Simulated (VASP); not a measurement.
Input of a VASP 6.6.1 run:

INCAR

```
SYSTEM = In3As
  PREC = Accurate
  ENCUT = 520
  EDIFF = 1E-7
  ISMEAR = -1
  SIGMA = 0.05
  LREAL = .FALSE.
  LASPH = .TRUE.
  NELM = 100
  ALGO = Fast
  ISIF = 2
  LWAVE = .FALSE.
  LCHARG = .FALSE.
  GGA = PS
  NBANDS = 30
```

KPOINTS

```
Automatic mesh
0
G
  6 6 6
  0 0 0
```

Contents of POSCAR:

```
In3As
1.0
    4.4607732219      0.0000000000      0.0000000000
    0.0000000000      4.4607732219      0.0000000000
    0.0000000000      0.0000000000      4.4607732219
In As
3 1
Direct
    0.5000000000      0.5000000000      0.0000000000
    0.5000000000      0.0000000000      0.5000000000
    0.0000000000      0.5000000000      0.5000000000
    0.0000000000      0.0000000000      0.0000000000
```

Potentials or basis: VASP PAW PBE potentials, release 64 (In_d, As).

The run is started by

```bash
$ cat potpaw_PBE.64/In_d/POTCAR potpaw_PBE.64/As/POTCAR > POTCAR
$ mpirun -np 1 vasp_std > vasp.out
```

Question: Predict the band gap on the k mesh.

Answer: Zero (band 22 reaches 8.87 eV, above the bottom of band 23 at 4.10 eV).

Question: Predict the pressure.

Answer: 5.0 GPa.

Caveat: the PAW data sets were made with another functional, which shifts forces and pressure a little; spin-orbit coupling is left out, which moves the levels of the heavy elements.
